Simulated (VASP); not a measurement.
A run of VASP 6.6.1:

File INCAR:

```
SYSTEM = Ta
AGGAC    = 1.0          
AGGAX    = 1.0          
ALDAC    = 0.0          
ALDAX    = 1.0          
ALGO     = Normal         ! electronic algorithm
EDIFF    = 1E-6           ! SCF threshold, eV
ENCUT    = 520            ! plane-wave cutoff, eV
GGA      = B5             ! functional
ISIF     = 2              ! what is computed and relaxed
ISMEAR   = -1             ! smearing method
LASPH    = .TRUE.         ! aspherical terms in the spheres
LCHARG   = .FALSE.        ! write CHGCAR
LREAL    = .FALSE.        ! projectors in reciprocal space
LWAVE    = .FALSE.        ! write WAVECAR
NBANDS   = 12             ! bands
NELM     = 80             ! most SCF steps
PREC     = Accurate       ! precision mode
SIGMA    = 0.05           ! smearing width, eV
```

KPOINTS

```
k-points
0
G
  11 11 11
  0 0 0
```

File POSCAR:

```
Ta
1.0
   -1.6756448580      1.6756448580      1.6756448580
    1.6756448580     -1.6756448580      1.6756448580
    1.6756448580      1.6756448580     -1.6756448580
Ta
1
Direct
    0.0000000000      0.0000000000      0.0000000000
```

Potentials or basis: VASP PAW PBE potentials, release 64 (Ta_pv).

Run with:

```console
$ cat potpaw_PBE.64/Ta_pv/POTCAR > POTCAR
$ mpirun -np 1 vasp_std > vasp.out
```

Hardware: 1 thread of Intel(R) Xeon(R) Platinum 8488C (Sapphire Rapids), with other jobs on the host.

Question: How long does it take, and how much memory?

Answer: Wall time 11 s on 1 thread of Intel(R) Xeon(R) Platinum 8488C (Sapphire Rapids), with other jobs on the host, peak memory 0.14 GiB. Counts: scf iterations 11, k points 56.
